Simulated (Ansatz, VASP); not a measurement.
## One calculation of InB2As3, two programs

```
In B As
1.0
     3.01400   -6.27397    0.00000
     3.01400    6.27397    0.00000
     0.00000    0.00000    3.11739
In B As
1 2 3
Direct
  0.00000 0.00000 0.00000
  0.61249 0.38751 0.50000
  0.38751 0.61249 0.50000
  0.23004 0.76996 0.50000
  0.76996 0.23004 0.50000
  0.50000 0.50000 0.00000
```

Change from the starting cell: species swapped into the Li2CeO3 type (Cmmm, No. 65).

Alike in both runs: functional PBE; k mesh 8 × 8 × 10; occupations gaussian, width 0.1 eV; no spin polarisation.

Ansatz relaxed the structure, and its values are those at the end. VASP's run is a single point on that final structure, the one shown.

|  | VASP | Ansatz |
| --- | --- | --- |
| version | VASP 6.6.1 | Ansatz 0.2.0 |
| potentials or method | VASP PAW PBE potentials, release 64 (In_d, B, As), cutoff 520 eV | scalar-relativistic, plane waves, PAW |
| valence electrons in the cell | 34 | 64 |

```tsv
	VASP	Ansatz	Ansatz less VASP
gap on the k mesh at the Fermi level (eV)	none	none	-
pressure (GPa)	0.3	0.0	-0.25
rms of the force components (eV/Å)	0.021	0.000	-0.0211
```

A gap of «none» marks a metal or a gap that the smearing closes. VASP's potentials hold 34 valence electrons a cell and Ansatz's 64, so a difference there can come from the potentials and not from the codes.
